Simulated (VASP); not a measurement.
Al:

```
CELL_PARAMETERS angstrom
-1.58073 1.58073 1.58073
1.58073 -1.58073 1.58073
1.58073 1.58073 -1.58073
ATOMIC_POSITIONS crystal
Al 0.00000 0.00000 0.00000
```

- Program: VASP 6.6.1
- Task: relaxation of cell and atoms
- Functional: LDA
- Potentials or basis: VASP PAW LDA potentials, release 64 (Al)
- Cutoff: 600 eV
- k mesh: 19 × 19 × 19
- Occupations: fermi-dirac, width 0.08 eV
- Spin: no spin polarisation

At the start: pressure 2.2 GPa; volume 15.80 Å³/atom.

How do energy, volume and symmetry change on relaxing?

Over 3 steps the energy falls by 2.9 meV/atom and the volume is 16.23 Å³/atom (+2.8 %); space group Im-3m (No. 229, to 0.05 Å).

Step by step:
| step | energy change (eV) | largest force (eV/Å) | pressure (GPa) | volume (Å³) |
| --- | --- | --- | --- | --- |
| 1 | 0.0000 | 0.0000 | 2.15 | 15.80 |
| 2 | -0.0028 | 0.0000 | -0.25 | 16.29 |
| 3 | -0.0029 | 0.0000 | 0.00 | 16.23 |

Final structure:
```
Al
1.0
    -1.59510    1.59510    1.59510
     1.59510   -1.59510    1.59510
     1.59510    1.59510   -1.59510
Al
1
Direct
  0.00000 0.00000 0.00000
```
